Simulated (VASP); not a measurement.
Input of a VASP 6.6.1 run:

The input INCAR:

```
SYSTEM = MgTl
PREC     = Accurate       ! precision mode
ENCUT    = 520            ! plane-wave cutoff, eV
EDIFF    = 1E-6           ! SCF threshold, eV
ISMEAR   = -1             ! smearing method
SIGMA    = 0.05           ! smearing width, eV
LREAL    = .False.        ! projectors in reciprocal space
LASPH    = .True.         ! aspherical terms in the spheres
NELM     = 60             ! most SCF steps
ALGO     = Normal         ! electronic algorithm
ISIF     = 2              ! what is computed and relaxed
LWAVE    = .False.        ! write WAVECAR
LCHARG   = .False.        ! write CHGCAR
NBANDS   = 14             ! bands
```

Contents of KPOINTS:

```
Automatic mesh
0
Gamma
  9 9 9
  0 0 0
```

Contents of POSCAR:

```
MgTl
1.0
    3.5623000000      0.0000000000      0.0000000000
    0.0000000000      3.5623000000      0.0000000000
    0.0000000000      0.0000000000      3.6350000000
Mg Tl
1 1
Direct
    0.0000000000      0.0000000000      0.0000000000
    0.5000000000      0.5000000000      0.5000000000
```

Potentials or basis: VASP PAW LDA potentials, release 64 (Mg, Tl_d).

Command:

```console
$ cat potpaw_LDA.64/Mg/POTCAR potpaw_LDA.64/Tl_d/POTCAR > POTCAR
$ mpirun -np 1 vasp_std > vasp.out
```

Estimate the band gap on the k mesh.

zero (an odd number of electrons rules out a gap without spin polarisation).

What does it give for the pressure?

-1.2 GPa.

Stress tensor (GPa, compression positive):
```
-1.28  0.00  0.00
 0.00 -1.28  0.00
 0.00  0.00 -0.99
```

Caveat: the cell differs from its parent crystal (equal xx and yy strain of -2 %); spin-orbit coupling is left out, which moves the levels of the heavy elements.
